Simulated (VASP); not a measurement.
# Sc4InSb (P4/mmm) in VASP: single point with PBE

Aim: the single point of Sc4InSb with PBE.

Everything below comes from runs of VASP 6.6.1. Logs are shortened: lines on timing, memory, paths and dates and some standing lists are left out, and cuts for length are marked.

## 1. The cell of the first run

It takes space group P4/mmm (No. 123, tetragonal). The conventional cell has a = 4.844 Å, b = 4.844 Å, c = 6.793 Å, α = 90.00°, β = 90.00°, γ = 90.00°. Sc (site symmetry 2mm) has 2 In at 2.94 Å and 2 Sb at 2.97 Å and 6 Sc at 3.35 to 3.45 Å within 3.9 Å. In (site symmetry 4/mmm) has 8 Sc at 2.94 Å within 3.9 Å. Sb (site symmetry 4/mmm) has 8 Sc at 2.97 Å within 3.9 Å.

The cell was generated, and may not be a known phase.

## 2. Single point, PBE, collinear spin

The input, INCAR:

```
SYSTEM = Sc4InSb
PREC = Accurate
ENCUT = 520
EDIFF = 1E-6
ISMEAR = 0
SIGMA = 0.1
LREAL = .FALSE.
LASPH = .TRUE.
NELM = 150
ALGO = Normal
ISIF = 2
LWAVE = .FALSE.
LCHARG = .TRUE.
ISPIN = 2
MAGMOM = 1 1 1 1 0 0
LORBIT = 11
LMAXMIX = 4
GGA = PE
LELF = .TRUE.
LVHAR = .TRUE.
NBANDS = 44
```

The input, KPOINTS:

```
Automatic mesh
0
G
  4 4 4
  0 0 0
```

The input, POSCAR:

```
Sc4InSb
1.0
    4.8444495816      0.0000000000      0.0000000000
    0.0000000000      4.8444495816      0.0000000000
    0.0000000000      0.0000000000      6.7928144655
Sc In Sb
4 1 1
Direct
    0.5000000000      0.0000000000      0.2537300497
    0.5000000000      0.0000000000      0.7462699503
    0.0000000000      0.5000000000      0.7462699503
    0.0000000000      0.5000000000      0.2537300497
    0.0000000000      0.0000000000      0.5000000000
    0.5000000000      0.5000000000      0.0000000000
```

Potentials or basis: VASP PAW PBE potentials, release 64 (Sc_sv, In_d, Sb).

Command:

```sh
$ cat potpaw_PBE.64/Sc_sv/POTCAR potpaw_PBE.64/In_d/POTCAR potpaw_PBE.64/Sb/POTCAR > POTCAR
$ mpirun -np 1 vasp_std > vasp.out
```

OUTCAR:

```text
SYSTEM = Sc4InSb
   PREC = Accurate
   ENCUT = 520
   EDIFF = 1E-6
   ISMEAR = 0
   LREAL = .FALSE.
   LASPH = .TRUE.
   NELM = 150
   ISIF = 2
   ISPIN = 2
   LORBIT = 11
   GGA = PE

 ion  position               nearest neighbor table
   1  0.500  0.000  0.254-   5 2.94   5 2.94   6 2.97   6 2.97   2 3.35   4 3.43   4 3.43   4 3.43
                             4 3.43
   2  0.500  0.000  0.746-   5 2.94   5 2.94   6 2.97   6 2.97   1 3.35   3 3.43   3 3.43   3 3.43
                             3 3.43
   3  0.000  0.500  0.746-   5 2.94   5 2.94   6 2.97   6 2.97   4 3.35   2 3.43   2 3.43   2 3.43
                             2 3.43
   4  0.000  0.500  0.254-   5 2.94   5 2.94   6 2.97   6 2.97   3 3.35   1 3.43   1 3.43   1 3.43
                             1 3.43
   5  0.000  0.000  0.500-   1 2.94   2 2.94   3 2.94   4 2.94   3 2.94   4 2.94   1 2.94   2 2.94

   6  0.500  0.500  0.000-   1 2.97   2 2.97   3 2.97   4 2.97   1 2.97   2 2.97   3 2.97   4 2.97

  LATTYP: Found a simple tetragonal cell.
 ALAT       =     4.8444495816
 C/A-ratio  =     1.4021849853

  Lattice vectors:

 A1 = (   4.8444495816,   0.0000000000,   0.0000000000)
 A2 = (   0.0000000000,   4.8444495816,   0.0000000000)
 A3 = (   0.0000000000,   0.0000000000,   6.7928144655)

Analysis of symmetry for initial positions (statically):
=====================================================================
 Subroutine PRICEL returns:
 Original cell was already a primitive cell.

 Routine SETGRP: Setting up the symmetry group for a
 simple tetragonal supercell.

 Subroutine GETGRP returns: Found 16 space group operations
 (whereof 16 operations were pure point group operations)
 out of a pool of 16 trial point group operations.

The static configuration has the point symmetry D_4h.

Analysis of symmetry for dynamics (positions and initial velocities):
=====================================================================
 Subroutine PRICEL returns:
 Original cell was already a primitive cell.

 Routine SETGRP: Setting up the symmetry group for a
 simple tetragonal supercell.

 Subroutine GETGRP returns: Found 16 space group operations
 (whereof 16 operations were pure point group operations)
 out of a pool of 16 trial point group operations.

The dynamic configuration has the point symmetry D_4h.

Analysis of structural, dynamic, and magnetic symmetry:
=====================================================================
 Subroutine PRICEL returns:
 Original cell was already a primitive cell.

 Routine SETGRP: Setting up the symmetry group for a
 simple tetragonal supercell.

 Subroutine GETGRP returns: Found 16 space group operations
[... 142 lines left out ...]
 number of electron      62.0000015 magnetization       0.6210903

 Free energy of the ion-electron system (eV)
  ---------------------------------------------------
  ext. energy  EPLUGINS =         0.00000000
  ---------------------------------------------------
  free energy    TOTEN  =       -33.46402349 eV

  energy without entropy =      -33.42406599  energy(sigma->0) =      -33.44404474

 E-fermi :   4.8402     XC(G=0):  -9.6339

 val. band max:        4.8336889794   @ k =   0.2500   0.0000   0.5000
 cond. band min:       4.8467827717   @ k =   0.0000   0.0000   0.2500
 fundamental gap:      0.0130937924
 Fermi energy:         4.8401645888

 spin component 1

 k-point     1 :       0.0000    0.0000    0.0000
  band No.  band energies     occupation
      1     -45.1791      1.00000
      2     -45.1663      1.00000
      3     -45.1569      1.00000
      4     -45.1449      1.00000
      5     -23.9049      1.00000
      6     -23.8700      1.00000
[... 817 lines left out ...]
     42       6.6597      0.00000
     43       6.8601      0.00000
 Fermi energy:         4.8401645888

 spin component 2

 k-point     1 :       0.0000    0.0000    0.0000
  band No.  band energies     occupation
      1     -45.0920      1.00000
      2     -45.0794      1.00000
      3     -45.0699      1.00000
      4     -45.0581      1.00000
      5     -23.8030      1.00000
      6     -23.7877      1.00000
[... 817 lines left out ...]
     42       6.7117      0.00000
     43       6.9204      0.00000
 [bands above 43 left out]

------------------------ aborting loop because EDIFF is reached ----------------------------------------

  FORCE on cell =-STRESS in cart. coord.  units (eV):
  Direction    XX          YY          ZZ          XY          YZ          ZX
  --------------------------------------------------------------------------------------
  -------------------------------------------------------------------------------------
  Total        0.2976300      0.2976300      0.2282182      0.0000000      0.0000000     -0.0000000
  in kB        2.9912220      2.9912220      2.2936239      0.0000000      0.0000000     -0.0000000
  external PRESSURE =       2.7586893 kB  Pullay stress =       0.0000000 kB

 VOLUME and BASIS-vectors are now :
 -----------------------------------------------------------------------------
  energy-cutoff  :      520.00
  volume of cell :      159.42
      direct lattice vectors                 reciprocal lattice vectors
     4.844449582  0.000000000  0.000000000     0.206421799  0.000000000  0.000000000
     0.000000000  4.844449582  0.000000000     0.000000000  0.206421799  0.000000000
     0.000000000  0.000000000  6.792814466     0.000000000  0.000000000  0.147214384

 POSITION                                       TOTAL-FORCE (eV/Angst)
 -----------------------------------------------------------------------------------
      2.42222      0.00000      1.72354        -0.000000      0.000000      0.006009
      2.42222      0.00000      5.06927        -0.000000     -0.000000     -0.006009
      0.00000      2.42222      5.06927        -0.000000      0.000000     -0.006009
      0.00000      2.42222      1.72354         0.000000      0.000000      0.006009
      0.00000      0.00000      3.39641        -0.000000      0.000000     -0.000000
      2.42222      2.42222      0.00000        -0.000000      0.000000     -0.000000
 -----------------------------------------------------------------------------------
    total drift:                                0.000000      0.000000     -0.000000

  FREE ENERGIE OF THE ION-ELECTRON SYSTEM (eV)
  ---------------------------------------------------
  free  energy   TOTEN  =       -33.4640234864 eV

  energy  without entropy=      -33.4240659884  energy(sigma->0) =      -33.44404474

 total charge

# of ion       s       p       d       tot
------------------------------------------
    1        2.205   6.099   1.034   9.338
    2        2.205   6.099   1.034   9.338
    3        2.205   6.099   1.034   9.338
    4        2.205   6.099   1.034   9.338
    5        0.910   1.013   9.797  11.720
    6        1.092   1.459   0.036   2.587
--------------------------------------------------
tot         10.822  26.869  13.968  51.658

 magnetization (x)

# of ion       s       p       d       tot
------------------------------------------
    1        0.002   0.003   0.100   0.106
    2        0.002   0.003   0.100   0.106
    3        0.002   0.003   0.100   0.106
    4        0.002   0.003   0.100   0.106
    5       -0.003  -0.012   0.006  -0.010
    6       -0.002  -0.010   0.003  -0.009
--------------------------------------------------
tot          0.005  -0.009   0.410   0.406
```

OSZICAR:

```text
N       E                     dE             d eps       ncg     rms          rms(c)
DAV:   1     0.112264826271E+04    0.11226E+04   -0.27029E+04  3200   0.151E+03
DAV:   2     0.858855166948E+02   -0.10368E+04   -0.10125E+04  4024   0.626E+02
DAV:   3    -0.310894225834E+02   -0.11697E+03   -0.11107E+03  5044   0.267E+02
[... 13 lines left out ...]
DAV:  17    -0.334639474234E+02   -0.10609E-03   -0.49245E-04  4520   0.813E-02    0.153E-02
DAV:  18    -0.334639967190E+02   -0.49296E-04   -0.29087E-04  4568   0.646E-02    0.768E-03
DAV:  19    -0.334640133422E+02   -0.16623E-04   -0.97245E-05  4888   0.376E-02    0.560E-03
DAV:  20    -0.334640201649E+02   -0.68227E-05   -0.48056E-05  4416   0.264E-02    0.253E-03
DAV:  21    -0.334640226337E+02   -0.24688E-05   -0.21406E-05  4248   0.182E-02    0.143E-03
DAV:  22    -0.334640234864E+02   -0.85276E-06   -0.97050E-06  3752   0.125E-02
   1 F= -.33464023E+02 E0= -.33444045E+02  d E =-.399575E-01  mag=     0.6184
```

Run time: 7.3 min. Hardware: 1 thread of AMD EPYC 7R43 (Zen 3), shared host; peak memory 0.38 GiB.

What came out:

| Property | Result |
| --- | --- |
| Free energy | -33.4640 eV |
| Pressure | 0.3 GPa |
| Largest force | 0.006 eV/Å |
| Net moment | 0.62 μB per cell |
| Site moments | Sc +0.11; In -0.01; Sb -0.01 μB |
| Valence electrons inside the program's atomic spheres | Sc 9.34; In 11.72; Sb 2.59 |

Forces in eV/Å, atoms in the order of the input:
```
Sc   0.000  0.000  0.006
Sc   0.000  0.000 -0.006
Sc   0.000  0.000 -0.006
Sc   0.000  0.000  0.006
In   0.000  0.000  0.000
Sb   0.000  0.000  0.000
```

Caveat: a moment this small can come from the mesh or the smearing; spin-orbit coupling is left out, which moves the levels of the heavy elements.
